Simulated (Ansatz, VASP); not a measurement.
**TiH5 in VASP and in Ansatz**

Contents of INCAR:

```
PREC = Accurate ; ENCUT = 520
EDIFF = 1E-7 ; ISMEAR = -1
SIGMA = 0.05 ; LREAL = False
LASPH = True ; NELM = 80
ALGO = Normal ; ISIF = 2
LWAVE = False ; LCHARG = True
LELF = True ; LVHAR = True
NBANDS = 18
```

KPOINTS

```
Automatic mesh
0
Gamma
  10 10 1
```

File POSCAR:

```
TiH5
1.0
    3.0575400000      0.0000000000      0.0000000000
   -1.5287700000      2.6479000000      0.0000000000
    0.0000000000      0.0000000000     30.8867600000
Ti H
1 5
Direct
    0.6666700000      0.3333300000      0.2752000000
    0.3333300000      0.6666700000      0.3100500000
    0.3333300000      0.6666700000      0.2403500000
    0.6666700000      0.3333300000      0.2178000000
    0.6666700000      0.3333300000      0.3326000000
    0.0000000000      0.0000000000      0.2752000000
```

Contents of input.yaml:

```yaml
crystal:
  lattice:
    - [3.05754, 0.0, 0.0]
    - [-1.52877, 2.6479, 0.0]
    - [0.0, 0.0, 30.88676]
  atoms:
    - { symbol: Ti, position: [0.66667, 0.33333, 0.2752] }
    - { symbol: H, position: [0.33333, 0.66667, 0.31005] }
    - { symbol: H, position: [0.33333, 0.66667, 0.24035] }
    - { symbol: H, position: [0.66667, 0.33333, 0.2178] }
    - { symbol: H, position: [0.66667, 0.33333, 0.3326] }
    - { symbol: H, position: [0.0, 0.0, 0.2752] }
kpoints:
  mp_grid: { grid: [10, 10, 1] }
scf:
  occupations: { method: fermi_dirac, width: 0.05 }
hamiltonian:
  xc: lda
  pseudopotentials: { kind: all_electron, lapw: { basis_error: 0.002 } }
output:
  forces: true
  stress: true
  eigenvalues: true
```

Alike in both runs: task single point; functional LDA; k mesh 10 × 10 × 1; occupations fermi-dirac, width 0.05 eV; no spin polarisation.

|  | VASP | Ansatz |
| --- | --- | --- |
| version | VASP 6.6.1 | Ansatz 0.2.0 |
| potentials or method | VASP PAW LDA potentials, release 64 (Ti_sv, H), cutoff 520 eV | all-electron LAPW, scalar-relativistic |

|  | VASP | Ansatz | Ansatz less VASP |
| --- | --- | --- | --- |
| gap on the k mesh at the Fermi level (eV) | none | none | - |
| rms of the force components (eV/Å) | 0.041 | 0.043 | +0.0026 |

LDA's correlation is that of Perdew and Zunger in VASP and of Perdew and Wang (1992) in Ansatz. Atom by atom the forces differ by 0.003 eV/Å (rms over components). A gap of «none» marks a metal or a gap that the smearing closes. Ansatz ran all-electron here, and VASP with PAW potentials.
